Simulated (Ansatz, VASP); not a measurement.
## One calculation of TiO2, two programs

Contents of INCAR:

```
SYSTEM = TiO2
ALGO     = Normal         ! electronic algorithm
EDIFF    = 1E-7           ! SCF threshold, eV
ENCUT    = 520            ! plane-wave cutoff, eV
GGA      = PE             ! functional
ISIF     = 2              ! what is computed and relaxed
ISMEAR   = 0              ! smearing method
LASPH    = .True.         ! aspherical terms in the spheres
LCHARG   = .False.        ! write CHGCAR
LREAL    = .False.        ! projectors in reciprocal space
LWAVE    = .False.        ! write WAVECAR
NBANDS   = 33             ! bands
NELM     = 60             ! most SCF steps
PREC     = Accurate       ! precision mode
SIGMA    = 0.02           ! smearing width, eV
```

File KPOINTS:

```
k-points
0
Gamma
  10 10 10
  0 0 0
```

Contents of POSCAR:

```
TiO2
1.0
   -1.8803362735      1.8803362735      4.5707691927
    1.8803362735     -1.8803362735      4.5707691927
    1.8803362735      1.8803362735     -4.5707691927
Ti O
2 4
Direct
    0.0000000000      0.0000000000      0.0000000000
    0.7500000000      0.2500000000      0.5000000000
    0.9641612661      0.4641612661      0.5000000000
    0.2141612661      0.2141612661      0.0000000000
    0.5358387339      0.0358387339      0.5000000000
    0.7858387339      0.7858387339      0.0000000000
```

Input for Ansatz:

```yaml
crystal:
  lattice:
    - [-1.8803362735, 1.8803362735, 4.5707691927]
    - [1.8803362735, -1.8803362735, 4.5707691927]
    - [1.8803362735, 1.8803362735, -4.5707691927]
  atoms:
    - { symbol: Ti, position: [0.0, 0.0, 0.0] }
    - { symbol: Ti, position: [0.75, 0.25, 0.5] }
    - { symbol: O, position: [0.9641612661, 0.4641612661, 0.5] }
    - { symbol: O, position: [0.2141612661, 0.2141612661, 0.0] }
    - { symbol: O, position: [0.5358387339, 0.0358387339, 0.5] }
    - { symbol: O, position: [0.7858387339, 0.7858387339, 0.0] }
basis:
  ecutwfc: 420
kpoints:
  mp_grid: { grid: [10, 10, 10] }
  band_path: { path: [VBM, CBM], npoints: 2 }
hamiltonian:
  xc: pbe
scf:
  occupations: { method: gaussian, width: 0.02 }
output:
  forces: true
  stress: true
  eigenvalues: true
checkpoint:
  read: start.run
  write: ck
  compress: false
  write_wavefunctions: false
  write_every: 100000
```

Alike in both runs: task single point; functional PBE; k mesh 10 × 10 × 10; occupations gaussian, width 0.02 eV; no spin polarisation.

|  | VASP | Ansatz |
| --- | --- | --- |
| version | VASP 6.6.1 | Ansatz 0.2.0 |
| potentials or method | VASP PAW PBE potentials, release 64 (Ti_sv, O), cutoff 520 eV | scalar-relativistic, plane waves, PAW |
| valence electrons in the cell | 48 | 48 |

|  | VASP | Ansatz | Ansatz less VASP |
| --- | --- | --- | --- |
| gap on the k mesh at the Fermi level (eV) | 2.00 | 2.03 | +0.026 |
| least direct gap on the mesh (eV) | 2.47 | 2.50 | +0.021 |
| pressure (GPa) | 15.8 | 15.0 | -0.78 |
| rms of the force components (eV/Å) | 0.014 | 0.000 | -0.0134 |

Atom by atom the forces differ by 0.013 eV/Å (rms over components). With one functional, cell and mesh, what is left measures potentials, basis and numerics.
